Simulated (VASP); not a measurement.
Wanted: the native input for a VASP 6.6.1 run.

```yaml
Task: single point
Functional: PBE
Dispersion: D3(BJ)
Potentials_or_basis: VASP PAW PBE potentials, release 64 (Be, C, H)
Cutoff: 520 eV
k_mesh: 3 × 3 × 1
Occupations: fermi-dirac, width 0.05 eV
Spin: no spin polarisation
Dipole_correction: no
Further_INCAR_settings: ALGO = Normal; EDIFF = 1e-07; NBANDS = 28
```

The structure of Be12HC lies in POSCAR:

```
Be12HC
1.0
    4.5800000000      0.0000000000      0.0000000000
    2.2900000000      3.9663960000      0.0000000000
    0.0000000000      0.0000000000     18.5884300000
Be C H
12 1 1
Direct
    0.0000000000      0.0000000000      0.0537969048
    0.5000000000      0.0000000000      0.0537969048
   -0.0000002521      0.5000005042      0.0537969048
    0.4999997479      0.5000005042      0.0537969048
   -0.1435773754      0.3539233097      0.1477962367
    0.3642702636      0.2700184248      0.1407165640
   -0.1032580252      0.7958610285      0.1333948053
    0.3142316964      0.8395278737      0.1327223440
   -0.0496718444      0.0096056975      0.2602210084
    0.5697891425     -0.0020673680      0.2355658870
    0.1561550018      0.3872533151      0.2669886591
    0.4194718792      0.5262964162      0.2297880994
    0.6033861821      0.2921796008      0.3091546731
    0.5719979660      0.2015935877      0.3664107189
```

These files were run (other wordings do the same):

INCAR

```
SYSTEM = Be12HC
ALGO     = Normal         ! electronic algorithm
EDIFF    = 1E-7           ! SCF threshold, eV
ENCUT    = 520            ! plane-wave cutoff, eV
GGA      = PE             ! functional
ISIF     = 2              ! what is computed and relaxed
ISMEAR   = -1             ! smearing method
IVDW     = 12             ! dispersion correction
LASPH    = .True.         ! aspherical terms in the spheres
LCHARG   = .False.        ! write CHGCAR
LREAL    = .False.        ! projectors in reciprocal space
LWAVE    = .False.        ! write WAVECAR
NBANDS   = 28             ! bands
NELM     = 100            ! most SCF steps
PREC     = Accurate       ! precision mode
SIGMA    = 0.05           ! smearing width, eV
```

KPOINTS

```
k-points
0
Gamma
  3 3 1
  0 0 0
```

Potentials or basis: VASP PAW PBE potentials, release 64 (Be, C, H).

The run is started by

```sh
$ cat potpaw_PBE.64/Be/POTCAR potpaw_PBE.64/C/POTCAR potpaw_PBE.64/H/POTCAR > POTCAR
$ mpirun -np 1 vasp_std > vasp.out
```

It gave:

```
Largest force              : 3.119 eV/Å
Dispersion energy per atom : -0.205 eV
```

Caveat: the k points lie up to 0.53 Å⁻¹ apart.

Wall time 81 s on 1 thread of Intel(R) Xeon(R) Platinum 8375C CPU @ 2.90GHz (Ice Lake) (shared host), peak memory 0.43 GiB.
